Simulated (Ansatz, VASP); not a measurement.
Two plane-wave programs on Al2O3

The input INCAR:

```
SYSTEM = Al2O3
ALGO     = Normal         ! electronic algorithm
EDIFF    = 1E-6           ! SCF threshold, eV
ENCUT    = 520            ! plane-wave cutoff, eV
GGA      = PS             ! functional
ISIF     = 2              ! what is computed and relaxed
ISMEAR   = 0              ! smearing method
LASPH    = .TRUE.         ! aspherical terms in the spheres
LCHARG   = .FALSE.        ! write CHGCAR
LREAL    = .FALSE.        ! projectors in reciprocal space
LWAVE    = .FALSE.        ! write WAVECAR
NBANDS   = 35             ! bands
NELM     = 80             ! most SCF steps
PREC     = Accurate       ! precision mode
SIGMA    = 0.05           ! smearing width, eV
```

File KPOINTS:

```
k-points
0
G
  6 6 6
  0 0 0
```

POSCAR

```
Al2O3
1.0
    2.3358509594      1.3486041802      4.5284363933
   -2.3358509594      1.3486041802      4.5284363933
    0.0000000000     -2.6972083604      4.5284363933
Al O
4 6
Direct
    0.8405082487      0.8405082487      0.8405082487
    0.6594917513      0.6594917513      0.6594917513
    0.1594917513      0.1594917513      0.1594917513
    0.3405082487      0.3405082487      0.3405082487
    0.0558571577      0.4441428423      0.7500000000
    0.7500000000      0.0558571577      0.4441428423
    0.4441428423      0.7500000000      0.0558571577
    0.9441428423      0.5558571577      0.2500000000
    0.2500000000      0.9441428423      0.5558571577
    0.5558571577      0.2500000000      0.9441428423
```

Input for Ansatz:

```yaml
crystal:
  lattice:
    - [2.3358509594, 1.3486041802, 4.5284363933]
    - [-2.3358509594, 1.3486041802, 4.5284363933]
    - [0.0, -2.6972083604, 4.5284363933]
  atoms:
    - { symbol: Al, position: [0.8405082487, 0.8405082487, 0.8405082487] }
    - { symbol: Al, position: [0.6594917513, 0.6594917513, 0.6594917513] }
    - { symbol: Al, position: [0.1594917513, 0.1594917513, 0.1594917513] }
    - { symbol: Al, position: [0.3405082487, 0.3405082487, 0.3405082487] }
    - { symbol: O, position: [0.0558571577, 0.4441428423, 0.75] }
    - { symbol: O, position: [0.75, 0.0558571577, 0.4441428423] }
    - { symbol: O, position: [0.4441428423, 0.75, 0.0558571577] }
    - { symbol: O, position: [0.9441428423, 0.5558571577, 0.25] }
    - { symbol: O, position: [0.25, 0.9441428423, 0.5558571577] }
    - { symbol: O, position: [0.5558571577, 0.25, 0.9441428423] }
basis:
  ecutwfc: 520.0
kpoints:
  mp_grid: { grid: [6, 6, 6] }
hamiltonian:
  xc: pbesol
  pseudopotentials: { kind: paw, azcp: { folder: soft_1 } }
scf:
  occupations: { method: gaussian, width: 0.05 }
output:
  forces: true
  stress: true
  eigenvalues: true
  write_density: true
  write_potential: true
  elf: true
  volumetric_format: npy
```

Alike in both runs: task single point; functional PBEsol; k mesh 6 × 6 × 6; occupations gaussian, width 0.05 eV; no spin polarisation.

```csv
,VASP,Ansatz
version,VASP 6.6.1,Ansatz 0.2.0
potentials or method,"VASP PAW PBE potentials, release 64 (Al, O), cutoff 520 eV","scalar-relativistic, plane waves, PAW"
valence electrons in the cell,48,48
```

Ansatz gave:

- gap on the k mesh at the Fermi level (eV): 5.94
- least direct gap on the mesh (eV): 5.94
- pressure (GPa): 3.1
- traceless stress, the component that is largest in VASP (GPa): -10.16
- rms of the force components (eV/Å): 0.965

Question: What did VASP give for the same quantities?

Answer: gap on the k mesh at the Fermi level (eV): 5.95; least direct gap on the mesh (eV): 5.95; pressure (GPa): 3.3; traceless stress, the component that is largest in VASP (GPa): -10.09; rms of the force components (eV/Å): 0.981.

VASP's potentials were made for PBE, not for PBEsol, and Ansatz warns of the same on its side. Atom by atom the forces differ by 0.017 eV/Å (rms over components).
